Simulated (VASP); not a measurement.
## Pd: relaxation of cell and atoms with PBE

Crystal: Pd.

```xyz
2
Lattice="2.7505 0.0000 0.0000 -1.3753 2.3820 0.0000 0.0000 0.0000 4.4916" Properties=species:S:1:pos:R:3 pbc="T T T"
Pd    0.0000    1.5880    1.1229
Pd    1.3753    0.7940    3.3687
```

This isn't the form of Pd at room conditions, which is fcc.

```
Program                : VASP 6.6.1
Task                   : relaxation of cell and atoms
Functional             : PBE
Potentials or basis    : VASP PAW PBE potentials, release 64 (Pd)
Cutoff                 : 500 eV
k mesh                 : 13 × 13 × 7
Occupations            : fermi-dirac, width 0.05 eV
Spin                   : collinear spin
Starting moments       : [0.5, -0.5] μB
Dipole correction      : no
Further INCAR settings : ALGO = Normal; EDIFF = 1e-07; IBRION = 2; EDIFFG = -0.01; NSW = 80; ISIF = 3
```

The relaxed volume is 15.39 Å³/atom, the relaxed cell is a = 2.766 Å, b = 2.766 Å, c = 4.644 Å, α = 90.00°, β = 90.00°, γ = 120.00° and the space group after relaxing (to 0.1 Å) is P6_3/mmc (No. 194). The energy gained by relaxing is 20.0 meV/atom. The ionic steps are 10, the pressure after relaxing is 0.0 GPa and the band gap on the k mesh is zero (filled and empty bands overlap). The net moment is 0.00 μB per cell and the valence electrons inside the program's atomic spheres are Pd 9.36.

The path:
```tsv
step	energy change (eV)	largest force (eV/Å)	pressure (GPa)	volume (Å³)
1	0.0000	0.0000	8.36	29.43
2	0.0215	0.0000	-8.83	32.82
3	-0.0364	0.0000	-0.36	30.85
4	-0.0364	0.0000	-0.20	30.82
5	-0.0390	0.0000	-0.06	30.79
6	-0.0399	0.0000	0.07	30.76
7	-0.0399	0.0000	0.12	30.75
8	-0.0399	0.0000	0.12	30.76
9	-0.0399	0.0000	-0.17	30.81
10	-0.0399	0.0000	0.01	30.78
```

Final structure:
```xyz
2
Lattice="2.7663 0.0000 0.0000 -1.3831 2.3957 0.0000 0.0000 0.0000 4.6442" Properties=species:S:1:pos:R:3 pbc="T T T"
Pd    0.0000    1.5971    1.1610
Pd    1.3831    0.7986    3.4831
```

Levels at points of the mesh, in eV from the Fermi level:
Spin up:
```csv
k point,band 7,band 8,band 9,band 10,band 11,band 12,band 13,band 14
"(0.00, 0.00, 0.00)",-2.26,-1.53,-1.53,-0.23,-0.23,0.87,6.58,17.14
```
Spin down:
```
           k point  band 8  band 9  band 10  band 11  band 12  band 13
(0.00, 0.00, 0.00)   -1.53   -1.53    -0.23    -0.23     0.87     6.58
```

Wall time 5.1 min on 1 thread of Oxide Virtual Turin-like Processor, with other jobs on the host, peak memory 0.16 GiB.
